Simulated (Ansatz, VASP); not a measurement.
**Al: VASP beside Ansatz**

```xyz
2
Lattice="2.9295 0.0000 0.0000 -1.4647 2.5370 0.0000 0.0000 0.0000 4.4157" Properties=species:S:1:pos:R:3 pbc="T T T"
Al    1.4648    0.8457    3.3118
Al    0.0000    1.6913    1.1039
```

Alike in both runs: task single point; functional PBEsol; k mesh 18 × 18 × 10; occupations gaussian, width 0.15 eV; no spin polarisation.

|  | VASP | Ansatz |
| --- | --- | --- |
| version | VASP 6.6.1 | Ansatz 0.2.0 |
| potentials or method | VASP PAW PBE potentials, release 64 (Al), cutoff 520 eV | scalar-relativistic, plane waves, PAW |
| valence electrons in the cell | 6 | 6 |

|  | VASP | Ansatz | Ansatz less VASP |
| --- | --- | --- | --- |
| gap on the k mesh at the Fermi level (eV) | none | none | - |
| pressure (GPa) | 0.3 | 0.2 | -0.08 |
| traceless stress, the component that is largest in VASP (GPa) | 4.18 | 4.15 | -0.033 |

VASP's potentials were made for PBE, not for PBEsol, and Ansatz warns of the same on its side. A gap of «none» marks a metal or a gap that the smearing closes.
